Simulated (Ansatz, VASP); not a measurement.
Given: the input of a run of Ansatz 0.2.0 on MgO.

input.yaml

```yaml
crystal:
  lattice:
    - [3.2630816822, 0.0, 0.0]
    - [-1.6315408411, 2.8259116314, 0.0]
    - [0.0, 0.0, 4.9155371758]
  atoms:
    - { symbol: Mg, position: [0.6666666667, 0.3333333333, 0.50215974] }
    - { symbol: Mg, position: [0.3333333333, 0.6666666667, 0.00215974] }
    - { symbol: O, position: [0.6666666667, 0.3333333333, 0.90244026] }
    - { symbol: O, position: [0.3333333333, 0.6666666667, 0.40244026] }
kpoints:
  mp_grid: { grid: [9, 9, 6] }
scf:
  occupations: { method: fermi_dirac, width: 0.05 }
hamiltonian:
  xc: lda
  pseudopotentials: { kind: all_electron, lapw: { basis_error: 0.002 } }
output:
  forces: true
  stress: true
  eigenvalues: true
```

Potentials or basis: all-electron LAPW, scalar-relativistic.

The run is started by

```console
$ ansatz run input.yaml --threads 2 --pin off --max-ram 6144MiB --backend cpu --events-out ev --progress --plain --runs-dir out
```

**Question.** Translate it to VASP 6.6.1. Potentials there: VASP PAW LDA potentials, release 64 (Mg, O).

**Answer.** As run (the cutoff follows the program's own potentials):

The input INCAR:

```
PREC = Accurate ; ENCUT = 520
EDIFF = 1E-6 ; ISMEAR = -1
SIGMA = 0.05 ; LREAL = F
LASPH = T ; NELM = 80
ALGO = Normal ; ISIF = 2
LWAVE = F ; LCHARG = T
LELF = T ; LVHAR = T
NBANDS = 16
```

KPOINTS

```
Automatic mesh
0
Gamma
  9 9 6
```

File POSCAR:

```
MgO
1.0
    3.2630816822      0.0000000000      0.0000000000
   -1.6315408411      2.8259116314      0.0000000000
    0.0000000000      0.0000000000      4.9155371758
Mg O
2 2
Direct
    0.6666666667      0.3333333333      0.5021597400
    0.3333333333      0.6666666667      0.0021597400
    0.6666666667      0.3333333333      0.9024402600
    0.3333333333      0.6666666667      0.4024402600
```

Potentials or basis: VASP PAW LDA potentials, release 64 (Mg, O).

Command:

```console
$ cat potpaw_LDA.64/Mg/POTCAR potpaw_LDA.64/O/POTCAR > POTCAR
$ mpirun -np 1 vasp_std > vasp.out
```

Both were run:

|  | VASP | Ansatz | Ansatz less VASP |
| --- | --- | --- | --- |
| gap on the k mesh at the Fermi level (eV) | 3.59 | 3.59 | +0.004 |
| least direct gap on the mesh (eV) | 3.59 | 3.59 | +0.004 |
| pressure (GPa) | -0.3 | 1.0 | +1.27 |
| traceless stress, the component that is largest in VASP (GPa) | -0.13 | -0.25 | -0.121 |

LDA's correlation is that of Perdew and Zunger in VASP and of Perdew and Wang (1992) in Ansatz. Ansatz ran all-electron here, and VASP with PAW potentials.
